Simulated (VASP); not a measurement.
# ZrMo3 (Pm-3n) in VASP: single point with r2SCAN

Aim: the single point of ZrMo3 with r2SCAN.

Everything below comes from runs of VASP 6.6.1. Logs are shortened: lines on timing, memory, paths and dates and some standing lists are left out, and cuts for length are marked.

**1. The cell of the first run**

Symmetry: Pm-3n, No. 223, cubic system. Conventional cell: a = 4.880 Å, b = 4.880 Å, c = 4.880 Å, α = 90.00°, β = 90.00°, γ = 90.00°. Mo (site symmetry -4m2) has 10 Mo at 2.44 to 2.99 Å and 4 Zr at 2.73 Å within 3.2 Å. Zr (site symmetry m-3) has 12 Mo at 2.73 Å within 3.6 Å.

**2. Single point, r2SCAN, collinear spin, zero start**

Input file POSCAR:

```
ZrMo3
1.0
    4.8801946100      0.0000000000      0.0000000000
    0.0000000000      4.8801946100      0.0000000000
    0.0000000000      0.0000000000      4.8801946100
Mo Zr
6 2
Direct
    0.2500000000      0.0000000000      0.5000000000
    0.5000000000      0.7500000000      0.0000000000
    0.7500000000      0.0000000000      0.5000000000
    0.5000000000      0.2500000000      0.0000000000
    0.0000000000      0.5000000000      0.7500000000
    0.0000000000      0.5000000000      0.2500000000
    0.0000000000      0.0000000000      0.0000000000
    0.5000000000      0.5000000000      0.5000000000
```

Input file INCAR.step1:

```
PREC = Accurate
ENCUT = 520
ISMEAR = -5
SIGMA = 0.1
LREAL = F
LASPH = T
NELM = 150
ISPIN = 2
MAGMOM = 0 0 0 0 0 0 0 0
LMAXMIX = 4
NBANDS = 68
GGA = PE
ALGO = Normal
EDIFF = 1E-4
LWAVE = T
LCHARG = F
```

Input file INCAR.step2:

```
PREC = Accurate
ENCUT = 520
EDIFF = 1E-6
ISMEAR = -1
SIGMA = 0.1
LREAL = F
LASPH = T
NELM = 150
ALGO = Normal
ISIF = 2
LWAVE = F
LCHARG = F
ISPIN = 2
MAGMOM = 0 0 0 0 0 0 0 0
LORBIT = 10
LMAXMIX = 4
METAGGA = R2SCAN
LMIXTAU = T
NBANDS = 68
ISTART = 1
```

Input file KPOINTS:

```
Automatic mesh
0
Gamma
  5 5 5
```

Potentials or basis: VASP PAW PBE potentials, release 64 (Mo_sv, Zr_sv).

Started as:

```sh
cat potpaw_PBE.64/Mo_sv/POTCAR potpaw_PBE.64/Zr_sv/POTCAR > POTCAR
cp INCAR.step1 INCAR
mpirun -np 1 vasp_std > vasp.out
cp INCAR.step2 INCAR
mpirun -np 1 vasp_std > vasp.out
```

OUTCAR:

```text
PREC = Accurate
   ENCUT = 520
   EDIFF = 1E-6
   ISMEAR = -1
   LREAL = F
   LASPH = T
   NELM = 150
   ISIF = 2
   ISPIN = 2
   LORBIT = 10
   METAGGA = R2SCAN
   ISTART = 1

 ion  position               nearest neighbor table
   1  0.250  0.000  0.500-   3 2.44   3 2.44   8 2.73   7 2.73   8 2.73   7 2.73   4 2.99   2 2.99
                             4 2.99   5 2.99   5 2.99   6 2.99   6 2.99   2 2.99
   2  0.500  0.750  0.000-   4 2.44   4 2.44   8 2.73   8 2.73   7 2.73   7 2.73   1 2.99   1 2.99
                             3 2.99   5 2.99   6 2.99   5 2.99   6 2.99   3 2.99
   3  0.750  0.000  0.500-   1 2.44   1 2.44   8 2.73   7 2.73   8 2.73   7 2.73   4 2.99   2 2.99
                             4 2.99   5 2.99   5 2.99   6 2.99   6 2.99   2 2.99
   4  0.500  0.250  0.000-   2 2.44   2 2.44   8 2.73   8 2.73   7 2.73   7 2.73   3 2.99   1 2.99
                             3 2.99   5 2.99   6 2.99   5 2.99   6 2.99   1 2.99
   5  0.000  0.500  0.750-   6 2.44   6 2.44   8 2.73   7 2.73   7 2.73   8 2.73   3 2.99   4 2.99
                             1 2.99   3 2.99   1 2.99   2 2.99   4 2.99   2 2.99
   6  0.000  0.500  0.250-   5 2.44   5 2.44   8 2.73   7 2.73   7 2.73   8 2.73   3 2.99   4 2.99
                             1 2.99   3 2.99   1 2.99   2 2.99   4 2.99   2 2.99
   7  0.000  0.000  0.000-   1 2.73   2 2.73   3 2.73   4 2.73   5 2.73   6 2.73   1 2.73   3 2.73
                             5 2.73   6 2.73   2 2.73   4 2.73
   8  0.500  0.500  0.500-   1 2.73   2 2.73   3 2.73   4 2.73   5 2.73   6 2.73   2 2.73   4 2.73
                             1 2.73   3 2.73   5 2.73   6 2.73

  LATTYP: Found a simple cubic cell.
 ALAT       =     4.8801946100

  Lattice vectors:

 A1 = (   4.8801946100,   0.0000000000,   0.0000000000)
 A2 = (   0.0000000000,   4.8801946100,   0.0000000000)
 A3 = (   0.0000000000,   0.0000000000,   4.8801946100)

Analysis of symmetry for initial positions (statically):
=====================================================================
 Subroutine PRICEL returns:
 Original cell was already a primitive cell.

 Routine SETGRP: Setting up the symmetry group for a
 simple cubic supercell.

 Subroutine GETGRP returns: Found 48 space group operations
 (whereof 24 operations were pure point group operations)
 out of a pool of 48 trial point group operations.

The static configuration has the point symmetry T_h .
 The point group associated with its full space group is O_h .

Analysis of symmetry for dynamics (positions and initial velocities):
=====================================================================
 Subroutine PRICEL returns:
 Original cell was already a primitive cell.

 Routine SETGRP: Setting up the symmetry group for a
 simple cubic supercell.

 Subroutine GETGRP returns: Found 48 space group operations
 (whereof 24 operations were pure point group operations)
 out of a pool of 48 trial point group operations.

The dynamic configuration has the point symmetry T_h .
 The point group associated with its full space group is O_h .

Analysis of structural, dynamic, and magnetic symmetry:
=====================================================================
 Subroutine PRICEL returns:
 Original cell was already a primitive cell.

 Routine SETGRP: Setting up the symmetry group for a
 simple cubic supercell.

 Subroutine GETGRP returns: Found 48 space group operations
 (whereof 24 operations were pure point group operations)
 out of a pool of 48 trial point group operations.

The overall configuration has the point symmetry T_h .
 The point group associated with its full space group is O_h .

 Subroutine INISYM returns: Found 48 space group operations
 (whereof 24 operations are pure point group operations),
 and found     1 'primitive' translations

----------------------------------------------------------------------------------------

                                     Primitive cell

  volume of cell :     116.2282

  direct lattice vectors                    reciprocal lattice vectors
     4.880194610  0.000000000  0.000000000     0.204909861  0.000000000  0.000000000
     0.000000000  4.880194610  0.000000000     0.000000000  0.204909861  0.000000000
     0.000000000  0.000000000  4.880194610     0.000000000  0.000000000  0.204909861

  length of vectors
     4.880194610  4.880194610  4.880194610     0.204909861  0.204909861  0.204909861

[... 67 lines left out ...]
 SYSTEM =  unknown system
   PREC   = accura    normal or accurate (medium, high low for compatibility)
   ISTART =      1    job   : 0-new  1-cont  2-samecut
   ICHARG =      0    charge: 1-file 2-atom 10-const
   ISPIN  =      2    spin polarized calculation?
   LNONCOLLINEAR =      F non collinear calculations
   LSORBIT =      F    spin-orbit coupling
   LASPH  =      T    aspherical Exc in radial PAW
   ENCUT  =  520.0 eV  38.22 Ry    6.18 a.u.   9.07  9.07  9.07*2*pi/ulx,y,z
   NELM   =    150;   NELMIN=  2; NELMDL=  0     # of ELM steps
   EDIFF  = 0.1E-05   stopping-criterion for ELM
   LREAL  =      F    real-space projection
   EDIFFG = 0.1E-04   stopping-criterion for IOM
   NSW    =      0    number of steps for IOM
   IBRION =     -1    ionic relax: 0-MD 1-quasi-New 2-CG
   NFREE  =      0    steps in history (QN), initial steepest desc. (CG)
   ISIF   =      2    stress and relaxation
   ISYM   =      2    0-nonsym 1-usesym 2-fastsym
   POTIM  = 0.5000    time-step for ionic-motion
   TEBEG  =    0.0;   TEEND  =   0.0 temperature during run
   PSTRESS=    0.0 pullay stress
   NELECT =     108.0000    total number of electrons
   NUPDOWN=      -1.0000    fix difference up-down
   EMIN   =  10.00;   EMAX   =-10.00  energy-range for DOS
   EFERMI =   0.00;   METHOD = LEGACY
   ISMEAR =    -1;   SIGMA  =   0.10  broadening in eV -4-tet -1-fermi 0-gaus
   EFERMI_NEDOS =   21; number of points for ismear=-14 and -15
   IALGO  =     38    algorithm
   IMIX   =      4    mixing-type and parameters
     AMIX     =   0.40;   BMIX     =  1.00
     AMIX_MAG =   1.60;   BMIX_MAG =  1.00
  volume/ion in A,a.u.               =      14.53        98.04
  Fermi-wavevector in a.u.,A,eV,Ry     =   1.597517  3.018870 34.722911  2.552062
  Thomas-Fermi vector in A             =   2.695111
   LORBIT       =     10    0 simple, 1 ext, 2 COOP (PROOUT), +10 PAW based schemes
   METAGGA = R2SCAN    functional components
   LHFCALC =     F    Hartree Fock is set to
   AEXX    =    0.0000 exact exchange contribution
   IVDW    =     0    specifies the selected vdW correction
   LEPSILON=     F    determine dielectric tensor
   LRPA    =     F    only Hartree local field effects (RPA)
 spin polarized calculation
  energy-cutoff  :      520.00
  volume of cell :      116.23
 maximum number of plane-waves:      3145
   NGX = 19   NGY = 19   NGZ = 19

 number of electron     107.9999981 magnetization      -0.0000020

 number of electron     107.9999981 magnetization       0.0000009

 Free energy of the ion-electron system (eV)
  ---------------------------------------------------
  ext. energy  EPLUGINS =         0.00000000
  ---------------------------------------------------
  free energy    TOTEN  =      -196.98689426 eV

  energy without entropy =     -196.76224577  energy(sigma->0) =     -196.87457001

 E-fermi :  13.8642     XC(G=0): -14.9312

 val. band max:       13.8621750228   @ k =   0.4000   0.4000   0.4000
 cond. band min:      13.8717775179   @ k =   0.2000   0.2000   0.2000
 fundamental gap:      0.0096024951
 Fermi energy:        13.8641842780

 spin component 1

 k-point     1 :       0.0000    0.0000    0.0000
  band No.  band energies     occupation
      1     -48.8313      1.00000
      2     -48.6901      1.00000
      3     -48.6901      1.00000
      4     -48.3176      1.00000
      5     -48.3176      1.00000
      6     -48.3176      1.00000
[... 679 lines left out ...]
     65      17.4197      0.00000
     66      17.4197      0.00000
 Fermi energy:        13.8641842780

 spin component 2

 k-point     1 :       0.0000    0.0000    0.0000
  band No.  band energies     occupation
      1     -48.8313      1.00000
      2     -48.6901      1.00000
      3     -48.6901      1.00000
      4     -48.3176      1.00000
      5     -48.3176      1.00000
      6     -48.3176      1.00000
[... 679 lines left out ...]
     65      17.4197      0.00000
     66      17.4197      0.00000
 [bands above 66 left out]

------------------------ aborting loop because EDIFF is reached ----------------------------------------

  FORCE on cell =-STRESS in cart. coord.  units (eV):
  Direction    XX          YY          ZZ          XY          YZ          ZX
  --------------------------------------------------------------------------------------
  -------------------------------------------------------------------------------------
  Total       36.5965810     36.5965810     36.5965810     -0.0000000      0.0000000      0.0000000
  in kB      504.4750287    504.4750287    504.4750287     -0.0000000      0.0000000      0.0000000
  external PRESSURE =     504.4750287 kB  Pullay stress =       0.0000000 kB

 VOLUME and BASIS-vectors are now :
 -----------------------------------------------------------------------------
  energy-cutoff  :      520.00
  volume of cell :      116.23
      direct lattice vectors                 reciprocal lattice vectors
     4.880194610  0.000000000  0.000000000     0.204909861  0.000000000  0.000000000
     0.000000000  4.880194610  0.000000000     0.000000000  0.204909861  0.000000000
     0.000000000  0.000000000  4.880194610     0.000000000  0.000000000  0.204909861

 POSITION                                       TOTAL-FORCE (eV/Angst)
 -----------------------------------------------------------------------------------
      1.22005      0.00000      2.44010        -0.000000      0.000000      0.000000
      2.44010      3.66015      0.00000         0.000000     -0.000000     -0.000000
      3.66015      0.00000      2.44010         0.000000     -0.000000     -0.000000
      2.44010      1.22005      0.00000        -0.000000     -0.000000      0.000000
      0.00000      2.44010      3.66015        -0.000000     -0.000000      0.000000
      0.00000      2.44010      1.22005        -0.000000      0.000000      0.000000
      0.00000      0.00000      0.00000        -0.000000     -0.000000      0.000000
      2.44010      2.44010      2.44010        -0.000000     -0.000000      0.000000
 -----------------------------------------------------------------------------------
    total drift:                                0.000000      0.000000     -0.000000

  FREE ENERGIE OF THE ION-ELECTRON SYSTEM (eV)
  ---------------------------------------------------
  free  energy   TOTEN  =      -196.9868942560 eV

  energy  without entropy=     -196.7622457671  energy(sigma->0) =     -196.87457001

 total charge

# of ion       s       p       d       tot
------------------------------------------
    1        2.410   6.208   4.205  12.822
    2        2.410   6.208   4.205  12.822
    3        2.410   6.208   4.205  12.822
    4        2.410   6.208   4.205  12.822
    5        2.410   6.208   4.205  12.822
    6        2.410   6.208   4.205  12.822
    7        2.304   6.045   2.030  10.380
    8        2.304   6.045   2.030  10.380
--------------------------------------------------
tot         19.066  49.336  29.291  97.693

 magnetization (x)

# of ion       s       p       d       tot
------------------------------------------
    1       -0.000   0.000  -0.000  -0.000
    2       -0.000   0.000  -0.000  -0.000
    3       -0.000   0.000  -0.000  -0.000
    4       -0.000   0.000  -0.000  -0.000
    5       -0.000   0.000  -0.000  -0.000
    6       -0.000   0.000  -0.000  -0.000
    7        0.000  -0.000   0.000   0.000
    8        0.000  -0.000   0.000   0.000
--------------------------------------------------
tot          0.000   0.000  -0.000  -0.000
```

Wall time 6 min (1 thread of Intel Xeon Platinum 8488C (Sapphire Rapids), shared host); peak memory 0.32 GiB.

Results:

```
Free energy                                           : -196.9869 eV
Pressure                                              : 50.4 GPa
Band gap on the k mesh                                : zero (filled and empty bands overlap)
Net moment                                            : 0.00 μB per cell
Valence electrons inside the program's atomic spheres : Mo 12.82; Zr 10.38
```

Caveat: the cell stands under pressure; the PAW data sets were made with another functional, which shifts forces and pressure a little.
